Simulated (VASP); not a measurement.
# KInW2O6 (Fm-3m) in VASP: further runs

The runs below take KInW2O6 through single point, relaxation of volume and atoms at fixed shape, with LDA.

Everything below comes from runs of VASP 6.6.1. Logs are shortened: lines on timing, memory, paths and dates and some standing lists are left out, and cuts for length are marked.

**1. The cell of the first run**

Symmetry: Fm-3m, No. 225, cubic system. Conventional cell: a = 7.815 Å, b = 7.815 Å, c = 7.815 Å, α = 90.00°, β = 90.00°, γ = 90.00°. K (site symmetry m-3m) has 12 O at 2.76 Å and 8 W at 3.38 Å within 3.6 Å. Within 3.6 Å of In (site symmetry m-3m) lie 12 O at 2.76 Å and 8 W at 3.38 Å. Within 2.6 Å of W (site symmetry -43m) lie 6 O at 1.95 Å. Within 2.6 Å of O (site symmetry mmm) lie 2 W at 1.95 Å.

**2. Single point, LDA**

File INCAR:

```
SYSTEM = KInW2O6
  ALGO = Normal
  EDIFF = 1E-7
  ENCUT = 520
  GGA = CA
  ISIF = 2
  ISMEAR = -1
  LASPH = .True.
  LCHARG = .False.
  LREAL = .False.
  LWAVE = .False.
  NBANDS = 54
  NELM = 100
  PREC = Accurate
  SIGMA = 0.1
```

File KPOINTS:

```
k-points
0
Gamma
  5 5 5
  0 0 0
```

File POSCAR:

```
KInW2O6
1.0
    0.0000000000      3.9074002152      3.9074002152
    3.9074002152      0.0000000000      3.9074002152
    3.9074002152      3.9074002152      0.0000000000
K In W O
1 1 2 6
Direct
    0.0000000000      0.0000000000      0.0000000000
    0.5000000000      0.5000000000      0.5000000000
    0.2500000000      0.2500000000      0.2500000000
    0.7500000000      0.7500000000      0.7500000000
    0.5000000000      0.5000000000      0.0000000000
    0.0000000000      0.0000000000      0.5000000000
    0.0000000000      0.5000000000      0.5000000000
    0.5000000000      0.0000000000      0.0000000000
    0.5000000000      0.0000000000      0.5000000000
    0.0000000000      0.5000000000      0.0000000000
```

Potentials or basis: VASP PAW LDA potentials, release 64 (K_sv, In_d, W_sv, O).

On the command line:

```sh
$ cat potpaw_LDA.64/K_sv/POTCAR potpaw_LDA.64/In_d/POTCAR potpaw_LDA.64/W_sv/POTCAR potpaw_LDA.64/O/POTCAR > POTCAR
$ mpirun -np 1 vasp_std > vasp.out
```

OUTCAR:

```text
SYSTEM = KInW2O6
   EDIFF = 1E-7
   ENCUT = 520
   GGA = CA
   ISIF = 2
   ISMEAR = -1
   LASPH = .True.
   LREAL = .False.
   NELM = 100
   PREC = Accurate

 ion  position               nearest neighbor table
   1  0.000  0.000  0.000-   6 2.76   8 2.76  10 2.76   6 2.76   7 2.76   9 2.76   5 2.76   7 2.76
                            10 2.76   5 2.76   8 2.76   9 2.76   3 3.38   4 3.38   4 3.38   3 3.38
   2  0.500  0.500  0.500-   5 2.76   7 2.76   9 2.76   5 2.76   8 2.76  10 2.76   6 2.76   8 2.76
                             9 2.76   6 2.76   7 2.76  10 2.76   4 3.38   3 3.38   3 3.38   4 3.38
   3  0.250  0.250  0.250-   5 1.95   6 1.95   7 1.95   8 1.95   9 1.95  10 1.95   1 3.38   1 3.38
                             1 3.38   2 3.38   1 3.38   2 3.38   2 3.38   2 3.38
   4  0.750  0.750  0.750-   5 1.95   6 1.95   7 1.95   8 1.95   9 1.95  10 1.95   2 3.38   2 3.38
                             1 3.38   2 3.38   2 3.38   1 3.38   1 3.38   1 3.38
   5  0.500  0.500  0.000-   3 1.95   4 1.95   2 2.76   2 2.76   1 2.76   1 2.76
   6  0.000  0.000  0.500-   3 1.95   4 1.95   1 2.76   1 2.76   2 2.76   2 2.76
   7  0.000  0.500  0.500-   3 1.95   4 1.95   2 2.76   1 2.76   1 2.76   2 2.76
   8  0.500  0.000  0.000-   3 1.95   4 1.95   1 2.76   2 2.76   2 2.76   1 2.76
   9  0.500  0.000  0.500-   3 1.95   4 1.95   2 2.76   1 2.76   2 2.76   1 2.76
  10  0.000  0.500  0.000-   3 1.95   4 1.95   1 2.76   2 2.76   1 2.76   2 2.76

  LATTYP: Found a face centered cubic cell.
 ALAT       =     7.8148004304

  Lattice vectors:

 A1 = (   0.0000000000,   3.9074002152,   3.9074002152)
 A2 = (   3.9074002152,   0.0000000000,   3.9074002152)
 A3 = (   3.9074002152,   3.9074002152,   0.0000000000)

Analysis of symmetry for initial positions (statically):
=====================================================================
 Subroutine PRICEL returns:
 Original cell was already a primitive cell.

 Routine SETGRP: Setting up the symmetry group for a
 face centered cubic supercell.

 Subroutine GETGRP returns: Found 48 space group operations
 (whereof 48 operations were pure point group operations)
 out of a pool of 48 trial point group operations.

The static configuration has the point symmetry O_h .

Analysis of symmetry for dynamics (positions and initial velocities):
=====================================================================
 Subroutine PRICEL returns:
 Original cell was already a primitive cell.

 Routine SETGRP: Setting up the symmetry group for a
 face centered cubic supercell.

 Subroutine GETGRP returns: Found 48 space group operations
 (whereof 48 operations were pure point group operations)
 out of a pool of 48 trial point group operations.

The dynamic configuration has the point symmetry O_h .

 Subroutine INISYM returns: Found 48 space group operations
 (whereof 48 operations are pure point group operations),
 and found     1 'primitive' translations

----------------------------------------------------------------------------------------

                                     Primitive cell

  volume of cell :     119.3146

  direct lattice vectors                    reciprocal lattice vectors
     0.000000000  3.907400215  3.907400215    -0.127962321  0.127962321  0.127962321
     3.907400215  0.000000000  3.907400215     0.127962321 -0.127962321  0.127962321
     3.907400215  3.907400215  0.000000000     0.127962321  0.127962321 -0.127962321

  length of vectors
     5.525898378  5.525898378  5.525898378     0.221637241  0.221637241  0.221637241

  position of ions in fractional coordinates (direct lattice)
     0.000000000  0.000000000  0.000000000
     0.500000000  0.500000000  0.500000000
     0.250000000  0.250000000  0.250000000
     0.750000000  0.750000000  0.750000000
     0.500000000  0.500000000  0.000000000
     0.000000000  0.000000000  0.500000000
     0.000000000  0.500000000  0.500000000
     0.500000000  0.000000000  0.000000000
     0.500000000  0.000000000  0.500000000
     0.000000000  0.500000000  0.000000000

  ion indices of the primitive-cell ions
   primitive index   ion index
                 1           1
                 2           2
                 3           3
                 4           4
                 5           5
                 6           6
                 7           7
                 8           8
                 9           9
                10          10

----------------------------------------------------------------------------------------

 KPOINTS: k-points

Automatic generation of k-mesh.
 Grid dimensions read from file:
 generate k-points for:    5    5    5

 Generating k-lattice:

  Cartesian coordinates                     Fractional coordinates (reciprocal lattice)
    -0.025592464  0.025592464  0.025592464     0.200000000  0.000000000  0.000000000
     0.025592464 -0.025592464  0.025592464     0.000000000  0.200000000  0.000000000
     0.025592464  0.025592464 -0.025592464     0.000000000  0.000000000  0.200000000

  Length of vectors
     0.044327448  0.044327448  0.044327448

  Shift w.r.t. Gamma in fractional coordinates (k-lattice)
     0.000000000  0.000000000  0.000000000

 Subroutine IBZKPT returns following result:
 ===========================================

 Found     10 irreducible k-points:

 Following reciprocal coordinates:
            Coordinates               Weight
  0.000000  0.000000  0.000000      1.000000
  0.200000  0.000000  0.000000      8.000000
  0.400000  0.000000  0.000000      8.000000
  0.200000  0.200000  0.000000      6.000000
  0.400000  0.200000  0.000000     24.000000
 -0.400000  0.200000  0.000000     24.000000
 -0.200000  0.200000  0.000000     12.000000
  0.400000  0.400000  0.000000      6.000000
 -0.400000  0.400000  0.000000     12.000000
 -0.400000  0.400000  0.200000     24.000000
   k-points           NKPTS =     10   k-points in BZ     NKDIM =     10   number of bands    NBANDS=     54
   number of dos      NEDOS =    301   number of ions     NIONS =     10
   total plane-waves  NPLWV =  74088
   dimension x,y,z NGX =    42 NGY =   42 NGZ =   42
   dimension x,y,z NGXF=    84 NGYF=   84 NGZF=   84
   ions per type =               1   1   2   6
   NGX,Y,Z   is equivalent  to a cutoff of  12.64, 12.64, 12.64 a.u.
   NGXF,Y,Z  is equivalent  to a cutoff of  25.27, 25.27, 25.27 a.u.
 SYSTEM =  KInW2O6
   PREC   = accura    normal or accurate (medium, high low for compatibility)
   ISTART =      0    job   : 0-new  1-cont  2-samecut
   ICHARG =      2    charge: 1-file 2-atom 10-const
   ISPIN  =      1    spin polarized calculation?
   LNONCOLLINEAR =      F non collinear calculations
   LSORBIT =      F    spin-orbit coupling
   LASPH  =      T    aspherical Exc in radial PAW
   ENCUT  =  520.0 eV  38.22 Ry    6.18 a.u.  10.27 10.27 10.27*2*pi/ulx,y,z
   NELM   =    100;   NELMIN=  2; NELMDL= -5     # of ELM steps
   EDIFF  = 0.1E-06   stopping-criterion for ELM
   LREAL  =      F    real-space projection
   EDIFFG = 0.1E-05   stopping-criterion for IOM
   NSW    =      0    number of steps for IOM
   IBRION =     -1    ionic relax: 0-MD 1-quasi-New 2-CG
   NFREE  =      0    steps in history (QN), initial steepest desc. (CG)
   ISIF   =      2    stress and relaxation
   ISYM   =      2    0-nonsym 1-usesym 2-fastsym
   POTIM  = 0.5000    time-step for ionic-motion
   TEBEG  =    0.0;   TEEND  =   0.0 temperature during run
   PSTRESS=    0.0 pullay stress
   NELECT =      86.0000    total number of electrons
   NUPDOWN=      -1.0000    fix difference up-down
   EMIN   =  10.00;   EMAX   =-10.00  energy-range for DOS
   EFERMI =   0.00;   METHOD = LEGACY
   ISMEAR =    -1;   SIGMA  =   0.10  broadening in eV -4-tet -1-fermi 0-gaus
   EFERMI_NEDOS =   21; number of points for ismear=-14 and -15
   IALGO  =     38    algorithm
   IMIX   =      4    mixing-type and parameters
     AMIX     =   0.40;   BMIX     =  1.00
     AMIX_MAG =   1.60;   BMIX_MAG =  1.00
  volume/ion in A,a.u.               =      11.93        80.52
  Fermi-wavevector in a.u.,A,eV,Ry     =   1.467832  2.773801 29.314180  2.154531
  Thomas-Fermi vector in A             =   2.583403
   LORBIT       =      0    0 simple, 1 ext, 2 COOP (PROOUT), +10 PAW based schemes
   GGA     = CA    functional components
   LHFCALC =     F    Hartree Fock is set to
   AEXX    =    0.0000 exact exchange contribution
   IVDW    =     0    specifies the selected vdW correction
   LEPSILON=     F    determine dielectric tensor
   LRPA    =     F    only Hartree local field effects (RPA)
 non-spin polarized calculation
  energy-cutoff  :      520.00
  volume of cell :      119.31
 maximum number of plane-waves:      3220
 NGX is ok and might be reduce to    42
   NGX = 21   NGY = 21   NGZ = 21

 number of electron      86.0000010 magnetization

 Free energy of the ion-electron system (eV)
  ---------------------------------------------------
  ext. energy  EPLUGINS =         0.00000000
  ---------------------------------------------------
  free energy    TOTEN  =       -86.57654431 eV

  energy without entropy =      -86.52437729  energy(sigma->0) =      -86.55046080

 E-fermi :   6.9080     XC(G=0): -12.1056

 val. band max:        6.8084961788   @ k =  -0.2000   0.2000   0.0000
 cond. band min:       7.3516131274   @ k =  -0.4000   0.2000   0.0000
 fundamental gap:      0.5431169486
 Fermi energy:         6.9079777736

 k-point     1 :       0.0000    0.0000    0.0000
  band No.  band energies     occupation
      1     -68.6529      2.00000
      2     -68.6516      2.00000
      3     -33.2292      2.00000
      4     -33.2292      2.00000
      5     -33.2292      2.00000
      6     -33.1705      2.00000
[... 46 lines left out ...]
     53      13.0714      0.00000
     54      13.4233      0.00000
[... 511 lines left out ...]
     53      11.9490      0.00000
     54      13.8868      0.00000

------------------------ aborting loop because EDIFF is reached ----------------------------------------

  FORCE on cell =-STRESS in cart. coord.  units (eV):
  Direction    XX          YY          ZZ          XY          YZ          ZX
  --------------------------------------------------------------------------------------
  -------------------------------------------------------------------------------------
  Total        1.6303836      1.6303836      1.6303836     -0.0000000     -0.0000000      0.0000000
  in kB       21.8930722     21.8930722     21.8930722     -0.0000000     -0.0000000      0.0000000
  external PRESSURE =      21.8930722 kB  Pullay stress =       0.0000000 kB

 VOLUME and BASIS-vectors are now :
 -----------------------------------------------------------------------------
  energy-cutoff  :      520.00
  volume of cell :      119.31
      direct lattice vectors                 reciprocal lattice vectors
     0.000000000  3.907400215  3.907400215    -0.127962321  0.127962321  0.127962321
     3.907400215  0.000000000  3.907400215     0.127962321 -0.127962321  0.127962321
     3.907400215  3.907400215  0.000000000     0.127962321  0.127962321 -0.127962321

 POSITION                                       TOTAL-FORCE (eV/Angst)
 -----------------------------------------------------------------------------------
      0.00000      0.00000      0.00000        -0.000000     -0.000000      0.000000
      3.90740      3.90740      3.90740        -0.000000     -0.000000      0.000000
      1.95370      1.95370      1.95370         0.000000      0.000000      0.000000
      5.86110      5.86110      5.86110        -0.000000     -0.000000     -0.000000
      1.95370      1.95370      3.90740        -0.000000     -0.000000      0.000000
      1.95370      1.95370      0.00000        -0.000000     -0.000000      0.000000
      3.90740      1.95370      1.95370        -0.000000     -0.000000      0.000000
      0.00000      1.95370      1.95370        -0.000000     -0.000000      0.000000
      1.95370      3.90740      1.95370        -0.000000     -0.000000      0.000000
      1.95370      0.00000      1.95370        -0.000000     -0.000000      0.000000
 -----------------------------------------------------------------------------------
    total drift:                               -0.000000     -0.000000      0.000000

  FREE ENERGIE OF THE ION-ELECTRON SYSTEM (eV)
  ---------------------------------------------------
  free  energy   TOTEN  =       -86.5765443112 eV

  energy  without entropy=      -86.5243772850  energy(sigma->0) =      -86.55046080
```

Run time: 39 s. Hardware: 1 thread of Intel Xeon 6975P-C (Granite Rapids), shared host; peak memory 0.25 GiB.

What came out:

| Quantity | Value |
| --- | --- |
| Free energy | -86.5765 eV |
| Pressure | 2.2 GPa |
| Band gap on the k mesh | zero (bands 43 and 44 overlap by 1.91 eV) |

Levels at points of the mesh, in eV from the Fermi level:
| k point | band 40 | band 41 | band 42 | band 43 | band 44 | band 45 | band 46 | band 47 |
| --- | --- | --- | --- | --- | --- | --- | --- | --- |
| (0.00, 0.00, 0.00) | -2.80 | -2.80 | -2.80 | -1.43 | -1.43 | -1.43 | 2.94 | 2.94 |

Caveat: spin-orbit coupling is left out, which moves the levels of the heavy elements.

**3. Relaxation of volume and atoms at fixed shape, LDA**

This run uses another cell than the first one, of 13.19 Å³/atom.

File INCAR:

```
PREC     = Accurate       # precision mode
ENCUT    = 600            # plane-wave cutoff, eV
EDIFF    = 1E-6           # SCF threshold, eV
ISMEAR   = -1             # smearing method
SIGMA    = 0.1            # smearing width, eV
LREAL    = F              # projectors in reciprocal space
LASPH    = T              # aspherical terms in the spheres
NELM     = 100            # most SCF steps
ALGO     = Normal         # electronic algorithm
ISIF     = 8              # what is computed and relaxed
LWAVE    = F              # write WAVECAR
LCHARG   = F              # write CHGCAR
IBRION   = 2              # ionic algorithm
NSW      = 80             # ionic steps
EDIFFG   = -0.02          # ionic threshold
```

File KPOINTS:

```
Automatic mesh
0
Gamma
  5 5 5
```

POSCAR, as its differences from that of step 2:

```diff
@@ -2,5 +2,5 @@
 1.0
-    0.0000000000      3.9074002152      3.9074002152
-    3.9074002152      0.0000000000      3.9074002152
-    3.9074002152      3.9074002152      0.0000000000
+    0.0000000000      4.0406318800      4.0406318800
+    4.0406318800      0.0000000000      4.0406318800
+    4.0406318800      4.0406318800      0.0000000000
 K In W O
```

Potentials or basis: VASP PAW LDA potentials, release 64 (K_sv, In_d, W_sv, O).

On the command line:

```sh
$ cat potpaw_LDA.64/K_sv/POTCAR potpaw_LDA.64/In_d/POTCAR potpaw_LDA.64/W_sv/POTCAR potpaw_LDA.64/O/POTCAR > POTCAR
$ mpirun -np 1 vasp_std > vasp.out
```

Run time: 2.3 min. Hardware: 1 thread of Intel Xeon 6975P-C (Granite Rapids), shared host; peak memory 0.32 GiB.

Results (log left out):

* Free energy: -86.6291 eV
* Relaxed volume: 12.03 Å³/atom
* Relaxed cell: a = 5.542 Å, b = 5.542 Å, c = 5.542 Å, α = 60.00°, β = 60.00°, γ = 60.00°
* Space group after relaxing (to 0.1 Å): Fm-3m (No. 225)
* Energy gained by relaxing: 69.6 meV/atom
* Ionic steps: 4
* Pressure after relaxing: -0.1 GPa
* Band gap on the k mesh: zero (bands 43 and 44 overlap by 1.88 eV)

Step by step:
```
step  energy change (eV)  largest force (eV/Å)  pressure (GPa)  volume (Å³)
   1              0.0000                0.0000          -17.55       131.94
   2              0.8164                0.0000           38.59       106.22
   3             -0.6949                0.0000           -0.70       120.64
   4             -0.6956                0.0000           -0.11       120.34
```

Final structure:
```
CELL_PARAMETERS angstrom
0.00000 3.91853 3.91853
3.91853 0.00000 3.91853
3.91853 3.91853 0.00000
ATOMIC_POSITIONS crystal
K 0.00000 0.00000 0.00000
In 0.50000 0.50000 0.50000
W 0.25000 0.25000 0.25000
W 0.75000 0.75000 0.75000
O 0.50000 0.50000 0.00000
O 0.00000 0.00000 0.50000
O 0.00000 0.50000 0.50000
O 0.50000 0.00000 0.00000
O 0.50000 0.00000 0.50000
O 0.00000 0.50000 0.00000
```

Levels at points of the mesh, in eV from the Fermi level:
| k point | band 41 | band 42 | band 43 | band 44 | band 45 | band 46 |
| --- | --- | --- | --- | --- | --- | --- |
| (0.00, 0.00, 0.00) | -2.77 | -2.77 | -1.41 | -1.41 | -1.41 | 2.90 |

Caveat: spin-orbit coupling is left out, which moves the levels of the heavy elements.
